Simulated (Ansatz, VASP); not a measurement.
# B3Pt in VASP and in Ansatz

```
B Pt
1.0
     2.53520    0.00000    0.00000
    -1.26760    2.19554    0.00000
     0.00000    0.00000    6.64578
B Pt
3 1
Direct
  0.66667 0.33333 0.70981
  0.33333 0.66667 0.29019
  0.00000 0.00000 0.50000
  0.00000 0.00000 0.00000
```

Alike in both runs: task relaxation of cell and atoms; functional PBE; k mesh 6 × 6 × 4; occupations gaussian, width 0.1 eV; no spin polarisation.

|  | VASP | Ansatz |
| --- | --- | --- |
| version | VASP 6.6.1 | Ansatz 0.2.0 |
| potentials or method | VASP PAW PBE potentials, release 64 (B, Pt), cutoff 600 eV | scalar-relativistic, plane waves, PAW |
| valence electrons in the cell | 19 | 27 |

|  | VASP | Ansatz | Ansatz less VASP |
| --- | --- | --- | --- |
| gap on the k mesh at the Fermi level, each at its own relaxed structure (eV) | none | none | - |
| relaxed volume (Å³/atom) | 8.64 | 8.66 | +0.019 |
| relaxed length of the cell vector where the two differ most in proportion (Å) | 2.922 | 2.928 | +0.0060 |

A gap of «none» marks a metal or a gap that the smearing closes. VASP's potentials hold 19 valence electrons a cell and Ansatz's 27, so a difference there can come from the potentials and not from the codes.

The k mesh is coarse, so the values compare programs but aren't converged. Neither program's run includes spin-orbit coupling.
